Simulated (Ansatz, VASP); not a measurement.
**ZnSe in VASP and in Ansatz**

Contents of INCAR:

```
PREC = Accurate
ENCUT = 520
EDIFF = 1E-6
ISMEAR = -1
SIGMA = 0.02
LREAL = False
LASPH = True
NELM = 60
ALGO = Normal
ISIF = 2
LWAVE = False
LCHARG = False
GGA = PE
NBANDS = 26
```

The input KPOINTS:

```
Automatic mesh
0
Gamma
  6 6 4
```

Contents of POSCAR:

```
ZnSe
1.0
    3.7402295271      0.0000000000      0.0000000000
   -1.8701147635      3.2391337864      0.0000000000
    0.0000000000      0.0000000000      6.0566466937
Zn Se
2 2
Direct
    0.0000000000      0.0000000000      0.0000000000
    0.0000000000      0.0000000000      0.5000000000
    0.3333333333      0.6666666667      0.2500000000
    0.6666666667      0.3333333333      0.7500000000
```

Input for Ansatz:

```yaml
crystal:
  lattice:
    - [3.7402295271, 0.0, 0.0]
    - [-1.8701147635, 3.2391337864, 0.0]
    - [0.0, 0.0, 6.0566466937]
  atoms:
    - { symbol: Zn, position: [0.0, 0.0, 0.0] }
    - { symbol: Zn, position: [0.0, 0.0, 0.5] }
    - { symbol: Se, position: [0.3333333333, 0.6666666667, 0.25] }
    - { symbol: Se, position: [0.6666666667, 0.3333333333, 0.75] }
kpoints:
  mp_grid: { grid: [6, 6, 4] }
hamiltonian:
  xc: pbe
scf:
  occupations: { method: fermi_dirac, width: 0.02 }
  n_extra_bands: 5
output:
  forces: true
  stress: true
  eigenvalues: true
```

Alike in both runs: task single point; functional PBE; k mesh 6 × 6 × 4; occupations fermi-dirac, width 0.02 eV; no spin polarisation.

```csv
,VASP,Ansatz
version,VASP 6.6.1,Ansatz 0.2.0
potentials or method,"VASP PAW PBE potentials, release 64 (Zn, Se)","plane waves, PAW"
plane-wave cutoff (eV),520,420
valence electrons in the cell,36,56
```

Ansatz gave:

* pressure (GPa): 5.1
* traceless stress, the component that is largest in VASP (GPa): 0.14

Estimate VASP's values.

pressure (GPa): 5.3; traceless stress, the component that is largest in VASP (GPa): 0.13.

VASP's potentials hold 36 valence electrons a cell and Ansatz's 56, so a difference there can come from the potentials and not from the codes.
